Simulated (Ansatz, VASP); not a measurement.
**Ge7Cl: VASP beside Ansatz**

```xyz
8
Lattice="5.9887 0.0000 0.0000 0.0000 5.9887 0.0000 0.0000 0.0000 5.9887" Properties=species:S:1:pos:R:3 pbc="T T T"
Ge    1.6722    1.6722    1.6722
Ge    0.0000    2.9943    2.9943
Ge    2.9943    2.9943    0.0000
Ge    2.9943    0.0000    2.9943
Ge    4.3165    1.6722    4.3165
Ge    4.3165    4.3165    1.6722
Ge    1.6722    4.3165    4.3165
Cl    0.0000    0.0000    0.0000
```

Change from the starting cell: species swapped into the Si7Ge type (P-43m, No. 215).

Alike in both runs: functional PBE; k mesh 6 × 6 × 6; occupations gaussian, width 0.1 eV; no spin polarisation.

Ansatz relaxed the structure, and its values are those at the end. VASP's run is a single point on that final structure, the one shown.

```csv
,VASP,Ansatz
version,VASP 6.6.1,Ansatz 0.2.0
potentials or method,"VASP PAW PBE potentials, release 64 (Ge_d, Cl), cutoff 520 eV","scalar-relativistic, plane waves, PAW"
valence electrons in the cell,105,105
```

```tsv
	VASP	Ansatz	Ansatz less VASP
gap on the k mesh at the Fermi level (eV)	none	none	-
pressure (GPa)	0.0	0.0	+0.03
rms of the force components (eV/Å)	0.005	0.004	-0.0011
```

A gap of «none» marks a metal or a gap that the smearing closes.
